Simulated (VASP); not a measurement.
A run of VASP 6.6.1 is set up as follows.

The input INCAR:

```
SYSTEM = Mn
  PREC = Accurate
  ENCUT = 500
  EDIFF = 1E-6
  ISMEAR = 0
  SIGMA = 0.1
  LREAL = .FALSE.
  LASPH = .TRUE.
  NELM = 120
  ALGO = Normal
  ISIF = 2
  LWAVE = .FALSE.
  LCHARG = .TRUE.
  GGA = PE
  LELF = .TRUE.
  LVHAR = .TRUE.
  NBANDS = 12
  GGA_COMPAT = .FALSE.
```

Contents of KPOINTS:

```
Automatic mesh
0
G
  24 24 24
  0 0 0
```

The input POSCAR:

```
Mn
1.0
    2.2829517406      0.0000000000      0.0000000000
    0.0000000000      2.2829517406      0.0000000000
    0.0000000000      0.0000000000      2.2829517406
Mn
1
Direct
    0.0000000000      0.0000000000      0.0000000000
```

Potentials or basis: VASP PAW PBE potentials, release 64 (Mn_pv).

The run is started by

```bash
$ cat potpaw_PBE.64/Mn_pv/POTCAR > POTCAR
$ mpirun -np 1 vasp_std > vasp.out
```

Task: What does it give for the band gap on the k mesh?

Result: Zero (an odd number of electrons rules out a gap without spin polarisation).

Task: Estimate the pressure.

Result: 0.1 GPa.

Caveat: the run has no spin polarisation, though such a crystal can be magnetic. Spin polarisation is off, so any magnetic state and its effect on volume and gap are missing.
